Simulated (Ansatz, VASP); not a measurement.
Given: the input of a run of Ansatz 0.2.0 on Ge.

File input.yaml:

```yaml
crystal:
  lattice:
    - [-2.6083684688, 2.6083684688, 1.4158017605]
    - [2.6083684688, -2.6083684688, 1.4158017605]
    - [2.6083684688, 2.6083684688, -1.4158017605]
  atoms:
    - { symbol: Ge, position: [0.5, 0.5, 0.0] }
    - { symbol: Ge, position: [0.25, 0.75, 0.5] }
kpoints:
  mp_grid: { grid: [11, 11, 11] }
scf:
  occupations: { method: fermi_dirac, width: 0.05 }
hamiltonian:
  xc: lda
  pseudopotentials: { kind: all_electron, lapw: { basis_error: 0.001 } }
output:
  forces: true
  stress: true
  eigenvalues: true
```

Potentials or basis: all-electron LAPW, scalar-relativistic.

Launch:

```sh
$ ansatz run input.yaml --threads 1 --pin off --max-ram 3072MiB --backend cpu --events-out ev --progress --plain --runs-dir out
```

Problem. Translate it to VASP 6.6.1. Potentials there: VASP PAW LDA potentials, release 64 (Ge_d).

Solution. As run (the cutoff follows the program's own potentials):

Contents of INCAR:

```
SYSTEM = Ge
  PREC = Accurate
  ENCUT = 520
  EDIFF = 1E-6
  ISMEAR = -1
  SIGMA = 0.05
  LREAL = .False.
  LASPH = .True.
  NELM = 80
  ALGO = Normal
  ISIF = 2
  LWAVE = .False.
  LCHARG = .False.
  NBANDS = 21
```

The input KPOINTS:

```
Automatic mesh
0
Gamma
  11 11 11
  0 0 0
```

POSCAR

```
Ge
1.0
   -2.6083684688      2.6083684688      1.4158017605
    2.6083684688     -2.6083684688      1.4158017605
    2.6083684688      2.6083684688     -1.4158017605
Ge
2
Direct
    0.5000000000      0.5000000000      0.0000000000
    0.2500000000      0.7500000000      0.5000000000
```

Potentials or basis: VASP PAW LDA potentials, release 64 (Ge_d).

Run with:

```sh
$ cat potpaw_LDA.64/Ge_d/POTCAR > POTCAR
$ mpirun -np 1 vasp_std > vasp.out
```

Both were run:

|  | VASP | Ansatz | Ansatz less VASP |
| --- | --- | --- | --- |
| gap on the k mesh at the Fermi level (eV) | none | none | - |
| pressure (GPa) | -5.1 | -5.0 | +0.04 |
| traceless stress, the component that is largest in VASP (GPa) | -0.23 | -0.25 | -0.020 |

LDA's correlation is that of Perdew and Zunger in VASP and of Perdew and Wang (1992) in Ansatz. A gap of «none» marks a metal or a gap that the smearing closes. Ansatz ran all-electron here, and VASP with PAW potentials.
